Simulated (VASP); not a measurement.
# GaAs (F-43m) in VASP: further runs, part 2 of 2

VASP 6.6.1.

**4. Vibrations by perturbation theory, LDA**

This run uses another cell than the first one, of 18.39 Å³/atom.

The input, INCAR:

```
SYSTEM = GaAs
PREC = Accurate ; ENCUT = 520
EDIFF = 1E-8 ; ISMEAR = 0
SIGMA = 0.01 ; LREAL = .FALSE.
LASPH = .TRUE. ; NELM = 100
ALGO = Normal ; ISIF = 2
LWAVE = .FALSE. ; LCHARG = .FALSE.
GGA = CA ; IBRION = 8
NSW = 1 ; LEPSILON = .TRUE.
```

The input, KPOINTS:

```
Automatic mesh
0
G
  12 12 12
  0 0 0
```

The input, POSCAR:

```
GaAs
1.0
    0.0000000000      2.6395389762      2.6395389762
    2.6395389762      0.0000000000      2.6395389762
    2.6395389762      2.6395389762      0.0000000000
Ga As
1 1
Direct
    0.0000000000      0.0000000000      0.0000000000
    0.7500000000      0.7500000000      0.7500000000
```

Potentials or basis: VASP PAW LDA potentials, release 64 (Ga_d, As).

Run with:

```
> cat potpaw_LDA.64/Ga_d/POTCAR potpaw_LDA.64/As/POTCAR > POTCAR
> mpirun -np 1 vasp_std > vasp.out
```

OUTCAR:

```text
SYSTEM = GaAs
   PREC = Accurate
   ENCUT = 520
   EDIFF = 1E-8
   ISMEAR = 0
   LREAL = .FALSE.
   LASPH = .TRUE.
   NELM = 100
   ISIF = 2
   GGA = CA
   IBRION = 8
   NSW = 1
   LEPSILON = .TRUE.

 ion  position               nearest neighbor table
   1  0.000  0.000  0.000-   2 2.29   2 2.29   2 2.29   2 2.29
   2  0.750  0.750  0.750-   1 2.29   1 2.29   1 2.29   1 2.29

  LATTYP: Found a face centered cubic cell.
 ALAT       =     5.2790779524

  Lattice vectors:

 A1 = (   0.0000000000,   2.6395389762,   2.6395389762)
 A2 = (   2.6395389762,   0.0000000000,   2.6395389762)
 A3 = (   2.6395389762,   2.6395389762,   0.0000000000)

Analysis of symmetry for initial positions (statically):
[... 686 lines left out ...]
  z     0.00000     0.00000    -0.00000    16.09979     0.00000     0.00000

 SECOND DERIVATIVES (NOT SYMMETRIZED)
 ------------------------------------
               1X          1Y          1Z          2X          2Y          2Z
  1X   -14.825925    0.000000    0.000000   14.825925    0.000000    0.000000
  1Y     0.000000  -14.825925    0.000000    0.000000   14.825925    0.000000
  1Z     0.000000    0.000000  -14.825925    0.000000    0.000000   14.825925
  2X    14.873226    0.000000    0.000000  -14.873226    0.000000    0.000000
  2Y     0.000000   14.873226    0.000000    0.000000  -14.873226    0.000000
  2Z     0.000000    0.000000   14.873226    0.000000    0.000000  -14.873226

 Eigenvectors and eigenvalues of the dynamical matrix
 ----------------------------------------------------

   1 f  =   10.024309 THz    62.984592 2PiTHz  334.374962 cm-1    41.457193 meV
             X         Y         Z           dx          dy          dz
      0.000000  0.000000  0.000000     0.340941    0.633195    0.000000
      3.959308  3.959308  3.959308    -0.329423   -0.611804   -0.000000
[... 21 lines left out ...]
   6 f/i=    0.007978 THz     0.050128 2PiTHz    0.266119 cm-1     0.032995 meV
             X         Y         Z           dx          dy          dz
      0.000000  0.000000  0.000000     0.323285    0.583640   -0.194100
      3.959308  3.959308  3.959308     0.334588    0.604046   -0.200887

--------------------------------------------------------------------------------------------------------

 MACROSCOPIC STATIC DIELECTRIC TENSOR IONIC CONTRIBUTION
 ------------------------------------------------------
           1.002609     0.000000     0.000000
           0.000000     1.002609     0.000000
           0.000000     0.000000     1.002609
 ------------------------------------------------------

 ELASTIC MODULI CONTR FROM IONIC RELAXATION (kBar)
 Direction    XX          YY          ZZ          XY          YZ          ZX
 --------------------------------------------------------------------------------
 XX          -0.0000      0.0000      0.0000      0.0000      0.0000      0.0000
 YY           0.0000     -0.0000      0.0000      0.0000      0.0000     -0.0000
 ZZ           0.0000      0.0000     -0.0000      0.0000      0.0000      0.0000
 XY           0.0000      0.0000      0.0000   -756.0005      0.0000      0.0000
 YZ           0.0000      0.0000      0.0000      0.0000   -756.0005      0.0000
 ZX           0.0000     -0.0000      0.0000      0.0000      0.0000   -756.0005
 --------------------------------------------------------------------------------

 PIEZOELECTRIC TENSOR IONIC CONTR  for field in x, y, z        (C/m^2)
          XX          YY          ZZ          XY          YZ          ZX
  --------------------------------------------------------------------------------
  x     0.00000     0.00000     0.00000    -0.00000    -0.81922     0.00000
  y     0.00000    -0.00000     0.00000    -0.00000    -0.00000    -0.81922
  z     0.00000     0.00000     0.00000    -0.81922    -0.00000     0.00000
```

OSZICAR:

```text
N       E                     dE             d eps       ncg     rms          rms(c)
DAV:   1     0.808166926044E+02    0.80817E+02   -0.94274E+03  1904   0.205E+03
DAV:   2    -0.364908008138E+01   -0.84466E+02   -0.81272E+02  2042   0.329E+02
DAV:   3    -0.946069572443E+01   -0.58116E+01   -0.57698E+01  2322   0.747E+01
DAV:   4    -0.955331316845E+01   -0.92617E-01   -0.92582E-01  2128   0.102E+01
[... 192 lines left out ...]
RMM:   7    -0.446188395734E-01   -0.12602E-05    0.24167E-07 14016   0.272E-03    0.506E-04
RMM:   8    -0.446171974260E-01    0.16421E-05    0.14974E-07 14002   0.967E-04    0.383E-05
RMM:   9    -0.446171649577E-01    0.32468E-07    0.25168E-08 14514   0.306E-04    0.200E-05
RMM:  10    -0.446170726996E-01    0.92258E-07    0.10600E-08 14331   0.108E-04    0.535E-06
RMM:  11    -0.446170708334E-01    0.18662E-08    0.16684E-09 14192   0.401E-05    0.124E-06
 Linear response finished
```

stdout:

```text
POSCAR found type information on POSCAR GaAs
 POSCAR found :  2 types and       2 ions
 scaLAPACK will be used
 LDA part: xc-table for (Slater(with rela. corr.)+CA(PZ))
 , standard interpolation
 POSCAR, INCAR and KPOINTS ok, starting setup
 FFT: planning ... GRIDC
 FFT: planning ... GRID_SOFT
 FFT: planning ... GRID
 WAVECAR not read
 entering main loop
[... 23 lines left out ...]
  Direction:   3
 dielectric tensor                  component  3 :     2.281     2.648    11.354
 Linear response DOF=           2
 Linear response progress:
 first order change of Fermi-energy  -0.62894E+00
 force on displaced ion       1 direction 1 : -14.826  -0.000  -0.000
 Born effective charge ion    1 direction 1 :   1.726   0.000   0.000
 Linear response progress:
 first order change of Fermi-energy   0.62903E+00
 force on displaced ion       2 direction 1 : -14.873  -0.000  -0.000
 Born effective charge ion    2 direction 1 :  -1.749   0.000   0.000
 Born effective charges drift removed
 Linear response finished
```

Run time: 17 min. Hardware: 1 thread of Intel Xeon Platinum 8488C (Sapphire Rapids), shared host; peak memory 0.43 GiB.

Results:

```yaml
Electronic_dielectric_tensor_diagonal: 11.35
Born_charges_mean_of_the_diagonal: Ga +1.74; As -1.74 e
Highest_phonon_frequency_at_Γ_LO-TO_splitting_left_out: 334 cm⁻¹
```

Phonon frequencies in cm⁻¹ (negative: imaginary):
```tsv
q point	frequencies
(0.000, 0.000, 0.000)	0 0 0 334 334 334
```

Electronic dielectric tensor:
```
11.35  0.00  0.00
 0.00 11.35  0.00
 0.00  0.00 11.35
```

Born effective charge tensors (e):
atom 1, Ga
```
1.74 0.00 0.00
0.00 1.74 0.00
0.00 0.00 1.74
```
atom 2, As
```
-1.74  0.00  0.00
 0.00 -1.74  0.00
 0.00  0.00 -1.74
```

Caveat: the cell stands under pressure or tension, which shifts response properties.

**5. Vibrations by perturbation theory, LDA**

This run uses another cell than the first one, of 20.96 Å³/atom.

The input, INCAR:

```
SYSTEM = GaAs
PREC = Accurate
ENCUT = 520
EDIFF = 1E-8
ISMEAR = 0
SIGMA = 0.01
LREAL = .FALSE.
LASPH = .TRUE.
NELM = 100
ALGO = Normal
ISIF = 2
LWAVE = .FALSE.
LCHARG = .FALSE.
GGA = CA
NBANDS = 16
IBRION = 8
NSW = 1
LEPSILON = .TRUE.
```

KPOINTS is that of step 4.

The input, POSCAR:

```
GaAs
1.0
    0.0000000000      2.7570044794      2.7570044794
    2.7570044794      0.0000000000      2.7570044794
    2.7570044794      2.7570044794      0.0000000000
Ga As
1 1
Direct
    0.0000000000      0.0000000000      0.0000000000
    0.7500000000      0.7500000000      0.7500000000
```

Potentials or basis: VASP PAW LDA potentials, release 64 (Ga_d, As).

Run with:

```
> cat potpaw_LDA.64/Ga_d/POTCAR potpaw_LDA.64/As/POTCAR > POTCAR
> mpirun -np 1 vasp_std > vasp.out
```

OUTCAR:

```text
SYSTEM = GaAs
   PREC = Accurate
   ENCUT = 520
   EDIFF = 1E-8
   ISMEAR = 0
   LREAL = .FALSE.
   LASPH = .TRUE.
   NELM = 100
   ISIF = 2
   GGA = CA
   IBRION = 8
   NSW = 1
   LEPSILON = .TRUE.

 ion  position               nearest neighbor table
   1  0.000  0.000  0.000-   2 2.39   2 2.39   2 2.39   2 2.39
   2  0.750  0.750  0.750-   1 2.39   1 2.39   1 2.39   1 2.39

  LATTYP: Found a face centered cubic cell.
 ALAT       =     5.5140089588

  Lattice vectors:

 A1 = (   0.0000000000,   2.7570044794,   2.7570044794)
 A2 = (   2.7570044794,   0.0000000000,   2.7570044794)
 A3 = (   2.7570044794,   2.7570044794,   0.0000000000)

Analysis of symmetry for initial positions (statically):
=====================================================================
 Subroutine PRICEL returns:
 Original cell was already a primitive cell.

 Routine SETGRP: Setting up the symmetry group for a
 face centered cubic supercell.

 Subroutine GETGRP returns: Found 24 space group operations
 (whereof 24 operations were pure point group operations)
 out of a pool of 48 trial point group operations.

The static configuration has the point symmetry T_d .

Analysis of symmetry for dynamics (positions and initial velocities):
=====================================================================
 Subroutine PRICEL returns:
 Original cell was already a primitive cell.

 Routine SETGRP: Setting up the symmetry group for a
 face centered cubic supercell.
[... 715 lines left out ...]

 PIEZOELECTRIC TENSOR (including local field effects)  for field in x, y, z        (C/m^2)
          XX          YY          ZZ          XY          YZ          ZX
  --------------------------------------------------------------------------------
  x    -0.00000     0.00000     0.00000     0.00000     0.76112     0.00000
  y    -0.00000     0.00000     0.00000     0.00000     0.00000     0.76112
  z     0.00000     0.00000    -0.00000     0.76112     0.00000     0.00000

 BORN EFFECTIVE CHARGES (including local field effects) (in |e|, cummulative output)
 ---------------------------------------------------------------------------------
 ion    1
    1     1.97445     0.00000     0.00000
    2     0.00000     1.97445    -0.00000
    3     0.00000     0.00000     1.97445
 ion    2
    1    -1.97445     0.00000     0.00000
    2     0.00000    -1.97445     0.00000
    3     0.00000     0.00000    -1.97445

 INTERNAL STRAIN TENSOR FOR ION    2 for displacements in x,y,z  (eV/Angst):
          X           Y           Z          XY          YZ          ZX
  --------------------------------------------------------------------------------
  x     0.00000     0.00000     0.00000     0.00000     9.43029     0.00000
  y    -0.00000     0.00000    -0.00000     0.00000     0.00000     9.43029
  z     0.00000     0.00000     0.00000     9.43029     0.00000     0.00000

 SECOND DERIVATIVES (NOT SYMMETRIZED)
 ------------------------------------
               1X          1Y          1Z          2X          2Y          2Z
  1X   -10.948196    0.000000    0.000000   10.948196    0.000000    0.000000
  1Y     0.000000  -10.948196    0.000000    0.000000   10.948196    0.000000
  1Z     0.000000    0.000000  -10.948196    0.000000    0.000000   10.948196
  2X    10.912929    0.000000    0.000000  -10.912929    0.000000    0.000000
  2Y     0.000000   10.912929    0.000000    0.000000  -10.912929    0.000000
  2Z     0.000000    0.000000   10.912929    0.000000    0.000000  -10.912929

 Eigenvectors and eigenvalues of the dynamical matrix
 ----------------------------------------------------

   1 f  =    8.600896 THz    54.041026 2PiTHz  286.895021 cm-1    35.570433 meV
             X         Y         Z           dx          dy          dz
      0.000000  0.000000  0.000000     0.720262   -0.000000    0.000000
      4.135507  4.135507  4.135507    -0.693702    0.000000   -0.000000
[... 21 lines left out ...]
   6 f/i=    0.006933 THz     0.043560 2PiTHz    0.231252 cm-1     0.028672 meV
             X         Y         Z           dx          dy          dz
      0.000000  0.000000  0.000000    -0.051103   -0.260609    0.640854
      4.135507  4.135507  4.135507    -0.053060   -0.270587    0.665390

--------------------------------------------------------------------------------------------------------

 MACROSCOPIC STATIC DIELECTRIC TENSOR IONIC CONTRIBUTION
 ------------------------------------------------------
           1.539834     0.000000     0.000000
           0.000000     1.539834    -0.000000
           0.000000    -0.000000     1.539834
 ------------------------------------------------------

 ELASTIC MODULI CONTR FROM IONIC RELAXATION (kBar)
 Direction    XX          YY          ZZ          XY          YZ          ZX
 --------------------------------------------------------------------------------
 XX          -0.0000      0.0000      0.0000     -0.0000      0.0000      0.0000
 YY           0.0000     -0.0000      0.0000     -0.0000     -0.0000     -0.0000
 ZZ           0.0000      0.0000     -0.0000      0.0000     -0.0000      0.0000
 XY          -0.0000     -0.0000      0.0000   -308.5959      0.0000      0.0000
 YZ           0.0000     -0.0000     -0.0000      0.0000   -308.5959      0.0000
 ZX           0.0000     -0.0000      0.0000      0.0000      0.0000   -308.5959
 --------------------------------------------------------------------------------

 PIEZOELECTRIC TENSOR IONIC CONTR  for field in x, y, z        (C/m^2)
          XX          YY          ZZ          XY          YZ          ZX
  --------------------------------------------------------------------------------
  x     0.00000    -0.00000    -0.00000     0.00000    -0.64864     0.00000
  y     0.00000    -0.00000     0.00000     0.00000     0.00000    -0.64864
  z    -0.00000    -0.00000     0.00000    -0.64864     0.00000     0.00000
```

stdout:

```text
POSCAR found type information on POSCAR GaAs
 POSCAR found :  2 types and       2 ions
 scaLAPACK will be used
 LDA part: xc-table for (Slater(with rela. corr.)+CA(PZ))
 , standard interpolation
 POSCAR, INCAR and KPOINTS ok, starting setup
 FFT: planning ... GRIDC
 FFT: planning ... GRID_SOFT
 FFT: planning ... GRID
 WAVECAR not read
 entering main loop
[... 23 lines left out ...]
  Direction:   3
 dielectric tensor                  component  3 :     2.841     2.896    13.583
 Linear response DOF=           2
 Linear response progress:
 first order change of Fermi-energy   0.71794E-04
 force on displaced ion       1 direction 1 : -10.948   0.000   0.000
 Born effective charge ion    1 direction 1 :   1.950   0.000   0.000
 Linear response progress:
 first order change of Fermi-energy  -0.31094E-04
 force on displaced ion       2 direction 1 : -10.913   0.000   0.000
 Born effective charge ion    2 direction 1 :  -1.992   0.000   0.000
 Born effective charges drift removed
 Linear response finished
```

It took 44 min on 1 thread of Intel Xeon 8259CL, shared host; peak memory 0.53 GiB.

Results:

```
Electronic dielectric tensor (diagonal)                 : 13.58
Born charges (mean of the diagonal)                     : Ga +1.97; As -1.97 e
Highest phonon frequency at Γ, LO-TO splitting left out : 287 cm⁻¹
```

Phonon frequencies in cm⁻¹ (negative: imaginary):
```tsv
q point	frequencies
(0.000, 0.000, 0.000)	0 0 0 287 287 287
```

Electronic dielectric tensor:
```
13.58  0.00  0.00
 0.00 13.58  0.00
 0.00  0.00 13.58
```

Born effective charge tensors (e):
atom 1, Ga
```
1.97 0.00 0.00
0.00 1.97 0.00
0.00 0.00 1.97
```
atom 2, As
```
-1.97  0.00  0.00
 0.00 -1.97  0.00
 0.00  0.00 -1.97
```

Caveat: the cell stands under pressure or tension, which shifts response properties.
